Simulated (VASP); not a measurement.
# Si2Os3Ru (P-6m2) in VASP: further runs

The runs below take Si2Os3Ru through single point, relaxation of cell and atoms, with PBE.

Program: VASP 6.6.1. These are calculated values, not measurements. Logs are shortened: lines on timing, memory, paths and dates and some standing lists are left out, and cuts for length are marked.

### Step 1. The cell of the first run

The structure is hexagonal, space group P-6m2 (No. 187). The conventional cell has a = 2.836 Å, b = 2.836 Å, c = 11.831 Å, α = 90.00°, β = 90.00°, γ = 120.00°. Si (site symmetry 3m) has 3 Ru at 2.47 Å and 3 Os at 2.51 Å and 6 Si at 2.84 Å within 3.3 Å. Within 3.3 Å of Ru (site symmetry -6m2) lie 6 Si at 2.47 Å and 6 Ru at 2.84 Å. Os (site symmetry 3m) has 3 Si at 2.51 Å and 9 Os at 2.71 to 2.84 Å within 3.3 Å. Os (site symmetry -6m2) has 12 Os at 2.71 to 2.84 Å within 3.6 Å.

The cell was generated, and may not be a known phase.

### Step 2. Single point, PBE

INCAR

```
  PREC = Accurate
  ENCUT = 520
  EDIFF = 1E-6
  ISMEAR = 0
  SIGMA = 0.1
  LREAL = F
  LASPH = T
  NELM = 80
  ALGO = Normal
  ISIF = 2
  LWAVE = F
  LCHARG = F
  GGA = PE
  NBANDS = 32
```

KPOINTS

```
Automatic mesh
0
Gamma
  6 6 2
```

POSCAR

```
Si2Os3Ru
1.0
    2.8364452121     -0.0000000027      0.0000000000
   -1.4182226037      2.4564336115      0.0000000000
    0.0000000000      0.0000000000     11.8312718946
Si Ru Os
2 1 3
Direct
    0.0000000000      0.0000000000      0.8432796759
    0.0000000000      0.0000000000      0.1567203241
    0.3333333333      0.6666666667      0.0000000000
    0.3333333333      0.6666666667      0.3170936316
    0.6666666667      0.3333333333      0.5000000000
    0.3333333333      0.6666666667      0.6829063684
```

Potentials or basis: VASP PAW PBE potentials, release 64 (Si, Ru_pv, Os).

Launch:

```
$ cat potpaw_PBE.64/Si/POTCAR potpaw_PBE.64/Ru_pv/POTCAR potpaw_PBE.64/Os/POTCAR > POTCAR
$ mpirun -np 1 vasp_std > vasp.out
```

OUTCAR:

```text
PREC = Accurate
   ENCUT = 520
   EDIFF = 1E-6
   ISMEAR = 0
   LREAL = F
   LASPH = T
   NELM = 80
   ISIF = 2
   GGA = PE

 ion  position               nearest neighbor table
   1  0.000  0.000  0.843-   3 2.47   3 2.47   3 2.47   6 2.51   6 2.51   6 2.51
   2  0.000  0.000  0.157-   3 2.47   3 2.47   3 2.47   4 2.51   4 2.51   4 2.51
   3  0.333  0.667  0.000-   1 2.47   2 2.47   1 2.47   2 2.47   1 2.47   2 2.47
   4  0.333  0.667  0.317-   2 2.51   2 2.51   2 2.51   5 2.71   5 2.71   5 2.71
   5  0.667  0.333  0.500-   4 2.71   6 2.71   4 2.71   6 2.71   4 2.71   6 2.71
   6  0.333  0.667  0.683-   1 2.51   1 2.51   1 2.51   5 2.71   5 2.71   5 2.71

  LATTYP: Found a hexagonal cell.
 ALAT       =     2.8364452121
 C/A-ratio  =     4.1711617923

  Lattice vectors:

 A1 = (   2.8364452121,  -0.0000000027,   0.0000000000)
 A2 = (  -1.4182226037,   2.4564336115,   0.0000000000)
 A3 = (   0.0000000000,   0.0000000000,  11.8312718946)

Analysis of symmetry for initial positions (statically):
=====================================================================
 Subroutine PRICEL returns:
 Original cell was already a primitive cell.

 Routine SETGRP: Setting up the symmetry group for a
 hexagonal supercell.

 Subroutine GETGRP returns: Found 12 space group operations
 (whereof 12 operations were pure point group operations)
 out of a pool of 24 trial point group operations.

The static configuration has the point symmetry D_3h.

Analysis of symmetry for dynamics (positions and initial velocities):
=====================================================================
 Subroutine PRICEL returns:
 Original cell was already a primitive cell.

 Routine SETGRP: Setting up the symmetry group for a
 hexagonal supercell.

 Subroutine GETGRP returns: Found 12 space group operations
 (whereof 12 operations were pure point group operations)
 out of a pool of 24 trial point group operations.

The dynamic configuration has the point symmetry D_3h.

 Subroutine INISYM returns: Found 12 space group operations
 (whereof 12 operations are pure point group operations),
 and found     1 'primitive' translations

----------------------------------------------------------------------------------------

                                     Primitive cell
[... 87 lines left out ...]
   NELM   =     80;   NELMIN=  2; NELMDL= -5     # of ELM steps
   EDIFF  = 0.1E-05   stopping-criterion for ELM
   LREAL  =      F    real-space projection
   EDIFFG = 0.1E-04   stopping-criterion for IOM
   NSW    =      0    number of steps for IOM
   IBRION =     -1    ionic relax: 0-MD 1-quasi-New 2-CG
   NFREE  =      0    steps in history (QN), initial steepest desc. (CG)
   ISIF   =      2    stress and relaxation
   ISYM   =      2    0-nonsym 1-usesym 2-fastsym
   POTIM  = 0.5000    time-step for ionic-motion
   TEBEG  =    0.0;   TEEND  =   0.0 temperature during run
   PSTRESS=    0.0 pullay stress
   NELECT =      46.0000    total number of electrons
   NUPDOWN=      -1.0000    fix difference up-down
   EMIN   =  10.00;   EMAX   =-10.00  energy-range for DOS
   EFERMI =   0.00;   METHOD = LEGACY
   ISMEAR =     0;   SIGMA  =   0.10  broadening in eV -4-tet -1-fermi 0-gaus
   EFERMI_NEDOS =   21; number of points for ismear=-14 and -15
   IALGO  =     38    algorithm
   IMIX   =      4    mixing-type and parameters
     AMIX     =   0.40;   BMIX     =  1.00
     AMIX_MAG =   1.60;   BMIX_MAG =  1.00
  volume/ion in A,a.u.               =      13.74        92.72
  Fermi-wavevector in a.u.,A,eV,Ry     =   1.347795  2.546963 24.715679  1.816551
  Thomas-Fermi vector in A             =   2.475516
   LORBIT       =      0    0 simple, 1 ext, 2 COOP (PROOUT), +10 PAW based schemes
   GGA     = PE    functional components
   LHFCALC =     F    Hartree Fock is set to
   AEXX    =    0.0000 exact exchange contribution
   IVDW    =     0    specifies the selected vdW correction
   LEPSILON=     F    determine dielectric tensor
   LRPA    =     F    only Hartree local field effects (RPA)
 non-spin polarized calculation
 Gauss-broadening in eV      SIGMA  =   0.10
  energy-cutoff  :      520.00
  volume of cell :       82.43
 maximum number of plane-waves:      2248
 NGX is ok and might be reduce to    24
   NGX = 11   NGY = 11   NGZ = 43

 number of electron      46.0000001 magnetization

 Free energy of the ion-electron system (eV)
  ---------------------------------------------------
  ext. energy  EPLUGINS =         0.00000000
  ---------------------------------------------------
  free energy    TOTEN  =       -54.39944110 eV

  energy without entropy =      -54.36236919  energy(sigma->0) =      -54.38090515

 E-fermi :  10.4652     XC(G=0): -13.2063

 val. band max:       10.4318069128   @ k =   0.3333  -0.0000   0.5000
 cond. band min:      10.4826106261   @ k =   0.1667  -0.0000   0.5000
 fundamental gap:      0.0508037133
 Fermi energy:        10.4651790182

 k-point     1 :       0.0000    0.0000    0.0000
  band No.  band energies     occupation
      1     -32.1971      2.00000
      2     -31.9715      2.00000
      3     -31.9715      2.00000
      4      -2.5470      2.00000
      5      -1.7984      2.00000
      6       0.9017      2.00000
[... 479 lines left out ...]
     31      15.3313      0.00000
     32      16.1656      0.00000

------------------------ aborting loop because EDIFF is reached ----------------------------------------

  FORCE on cell =-STRESS in cart. coord.  units (eV):
  Direction    XX          YY          ZZ          XY          YZ          ZX
  --------------------------------------------------------------------------------------
  -------------------------------------------------------------------------------------
  Total        0.1422351      0.1422351      0.1215515      0.0000000      0.0000000      0.0000000
  in kB        2.7644351      2.7644351      2.3624367      0.0000000      0.0000000      0.0000000
  external PRESSURE =       2.6304357 kB  Pullay stress =       0.0000000 kB

 VOLUME and BASIS-vectors are now :
 -----------------------------------------------------------------------------
  energy-cutoff  :      520.00
  volume of cell :       82.43
      direct lattice vectors                 reciprocal lattice vectors
     2.836445212 -0.000000003  0.000000000     0.352553963  0.203547125  0.000000000
    -1.418222604  2.456433612  0.000000000     0.000000000  0.407094251  0.000000000
     0.000000000  0.000000000 11.831271895     0.000000000  0.000000000  0.084521766

 POSITION                                       TOTAL-FORCE (eV/Angst)
 -----------------------------------------------------------------------------------
      0.00000      0.00000      9.97707        -0.000000      0.000000      0.006420
      0.00000      0.00000      1.85420        -0.000000      0.000000     -0.006420
      0.00000      1.63762      0.00000         0.000000     -0.000000      0.000000
      0.00000      1.63762      3.75162        -0.000000     -0.000000      0.010191
      1.41822      0.81881      5.91564        -0.000000      0.000000      0.000000
      0.00000      1.63762      8.07965        -0.000000      0.000000     -0.010191
 -----------------------------------------------------------------------------------
    total drift:                                0.000000     -0.000000     -0.000000

  FREE ENERGIE OF THE ION-ELECTRON SYSTEM (eV)
  ---------------------------------------------------
  free  energy   TOTEN  =       -54.3994411005 eV

  energy  without entropy=      -54.3623691918  energy(sigma->0) =      -54.38090515
```

OSZICAR:

```text
N       E                     dE             d eps       ncg     rms          rms(c)
DAV:   1     0.331883436846E+03    0.33188E+03   -0.23068E+04   960   0.139E+03
DAV:   2    -0.374647333121E+02   -0.36935E+03   -0.34826E+03   960   0.430E+02
DAV:   3    -0.577301577267E+02   -0.20265E+02   -0.18712E+02  1168   0.842E+01
DAV:   4    -0.583702222830E+02   -0.64006E+00   -0.63566E+00  1088   0.160E+01
DAV:   5    -0.583895889448E+02   -0.19367E-01   -0.19358E-01  1256   0.233E+00    0.322E+01
DAV:   6    -0.631099337939E+02   -0.47203E+01   -0.45042E+01  1456   0.397E+01    0.290E+01
DAV:   7    -0.571072272115E+02    0.60027E+01   -0.49679E+01  1296   0.404E+01    0.157E+01
DAV:   8    -0.549922878734E+02    0.21149E+01   -0.17562E+01  1072   0.241E+01    0.629E+00
DAV:   9    -0.547136415304E+02    0.27865E+00   -0.58054E+00  1224   0.153E+01    0.494E+00
DAV:  10    -0.544461858872E+02    0.26746E+00   -0.58746E-01  1288   0.650E+00    0.256E+00
DAV:  11    -0.544076285306E+02    0.38557E-01   -0.12395E-01  1136   0.204E+00    0.168E+00
DAV:  12    -0.544047788364E+02    0.28497E-02   -0.51136E-02  1144   0.129E+00    0.978E-01
DAV:  13    -0.544017862834E+02    0.29926E-02   -0.72858E-02  1136   0.130E+00    0.483E-01
DAV:  14    -0.543999665899E+02    0.18197E-02   -0.30222E-03  1128   0.387E-01    0.239E-01
DAV:  15    -0.543996079847E+02    0.35861E-03   -0.68067E-04  1136   0.148E-01    0.115E-01
DAV:  16    -0.543994413895E+02    0.16660E-03   -0.50194E-04  1240   0.109E-01    0.280E-02
DAV:  17    -0.543994407670E+02    0.62248E-06   -0.24294E-05  1072   0.325E-02    0.148E-02
DAV:  18    -0.543994411005E+02   -0.33342E-06   -0.17427E-06   768   0.810E-03
   1 F= -.54399441E+02 E0= -.54380905E+02  d E =-.370719E-01
```

It took 79 s on 1 thread of Intel Xeon 8259CL, shared host; peak memory 0.23 GiB.

Results:

- Free energy: -54.3994 eV
- Pressure: 0.3 GPa
- Largest force: 0.010 eV/Å
- Band gap on the k mesh: zero (bands 23 and 24 overlap by 2.21 eV)

Forces in eV/Å, atoms in the order of the input:
```
Si   0.000  0.000  0.006
Si   0.000  0.000 -0.006
Ru   0.000  0.000  0.000
Os   0.000  0.000  0.010
Os   0.000  0.000  0.000
Os   0.000  0.000 -0.010
```

Caveat: the k points lie up to 0.43 Å⁻¹ apart, too coarse for converged energies and pressures of a metal; spin-orbit coupling is left out, which moves the levels of the heavy elements.

### Step 3. Relaxation of cell and atoms, PBE

This run uses another cell than the first one, of 15.93 Å³/atom.

INCAR

```
SYSTEM = Si2Os3Ru
PREC = Accurate ; ENCUT = 600
EDIFF = 1E-6 ; ISMEAR = 0
SIGMA = 0.1 ; LREAL = .False.
LASPH = .True. ; NELM = 60
ALGO = Fast ; ISIF = 3
LWAVE = .False. ; LCHARG = .False.
GGA = PE ; IBRION = 2
NSW = 90 ; EDIFFG = -0.04
```

KPOINTS

```
Automatic mesh
0
Gamma
  6 6 2
  0 0 0
```

POSCAR

```
Si2Os3Ru
1.0
    3.0042950100      0.0000000000      0.0000000000
   -1.5021475000      2.6017958000      0.0000000000
    0.0000000000      0.0000000000     12.2257318900
Si Ru Os
2 1 3
Direct
    0.0000000000      0.0000000000      0.8408849000
    0.0000000000      0.0000000000      0.1591151000
    0.3333333300      0.6666666700      0.0000000000
    0.3333333300      0.6666666700      0.3182302000
    0.6666666700      0.3333333300      0.5000000000
    0.3333333300      0.6666666700      0.6817698000
```

Potentials or basis: VASP PAW PBE potentials, release 64 (Si, Ru_pv, Os).

Launch:

```
$ cat potpaw_PBE.64/Si/POTCAR potpaw_PBE.64/Ru_pv/POTCAR potpaw_PBE.64/Os/POTCAR > POTCAR
$ mpirun -np 1 vasp_std > vasp.out
```

Run time: 10 min. Hardware: 1 thread of Intel Xeon 8259CL, shared host; peak memory 0.27 GiB.

It converged, with:

| Property | Result |
| --- | --- |
| Free energy | -54.4043 eV |
| Relaxed volume | 13.77 Å³/atom |
| Relaxed cell | a = 2.839 Å, b = 2.839 Å, c = 11.835 Å, α = 90.00°, β = 90.00°, γ = 120.00° |
| Space group after relaxing (to 0.1 Å) | P-6m2 (No. 187) |
| Pressure after relaxing | -0.2 GPa |
| Largest force after relaxing | 0.036 eV/Å |
| Band gap on the k mesh | zero (bands 23 and 24 overlap by 2.21 eV) |

Forces on the atoms (eV/Å):
```
Si   0.000  0.000  0.014
Si   0.000  0.000 -0.014
Ru   0.000  0.000  0.000
Os   0.000  0.000 -0.036
Os   0.000  0.000  0.000
Os   0.000  0.000  0.036
```

Final structure:
```xyz
6
Lattice="2.8387 0.0000 0.0000 -1.4193 2.4583 0.0000 0.0000 0.0000 11.8355" Properties=species:S:1:pos:R:3 pbc="T T T"
Si    0.0000    0.0000    9.9790
Si    0.0000    0.0000    1.8565
Ru    0.0000    1.6389   11.8355
Os    0.0000    1.6389    3.7567
Os    1.4193    0.8194    5.9177
Os    0.0000    1.6389    8.0788
```

Levels at points of the mesh, in eV from the Fermi level:
```
           k point  band 20  band 21  band 22  band 23  band 24  band 25  band 26  band 27
(0.00, 0.00, 0.00)    -2.42    -1.19    -1.14    -1.14    -0.82    -0.82     0.09     0.09
(0.50, 0.00, 0.00)    -1.16     0.29     0.59     1.05     1.25     1.54     1.78     1.92
(0.00, 0.00, 0.50)    -2.44    -1.49    -1.05    -1.05    -0.95    -0.95     0.14     0.14
(0.50, 0.00, 0.50)    -1.00    -0.29     0.41     1.06     1.54     1.78     1.92     2.10
```

Caveat: the k points lie up to 0.43 Å⁻¹ apart in the final cell, too coarse for converged energies and pressures of a metal; the highest band is partly filled, so the run has too few bands; spin-orbit coupling is left out, which moves the levels of the heavy elements.

The gap in the log of VASP goes by the Fermi energy; the results here count the filled bands.